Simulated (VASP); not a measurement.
Runs of VASP 6.6.1 on Cu. The structure is that of space group Fm-3m (No. 225), or close to it. The cells are those of the table. 

```csv
task,cell,k mesh,cutoff (eV),smearing,gap on the mesh (eV),pressure (GPa),relaxed volume (Å³/atom)
relaxation of cell and atoms,"relaxed from a = 2.489 Å, angles 60.0°, 1 atom",18 × 18 × 18,600,gaussian 0.1 eV,none,0.0,(a)
single point,"a = 2.488 Å, angles 60.0°, 1 atom",20 × 20 × 20,520,fermi-dirac 0.15 eV,none,0.9,-
single point,"a = 2.488 Å, angles 60.0°, 1 atom",18 × 18 × 18,520,gaussian 0.1 eV,none,0.9,-
relaxation of cell and atoms,"relaxed from a = 2.488 Å, angles 60.0°, 1 atom",20 × 20 × 20,600,fermi-dirac 0.15 eV,none,0.0,10.94
```

Alike in all rows: level LDA; potentials or basis VASP PAW LDA potentials, release 64 (Cu); no spin polarisation.

**Question.** Fill in the values left out.

**Answer.** (a) 10.95.

A gap of «none» marks levels without a gap at the run's occupations.
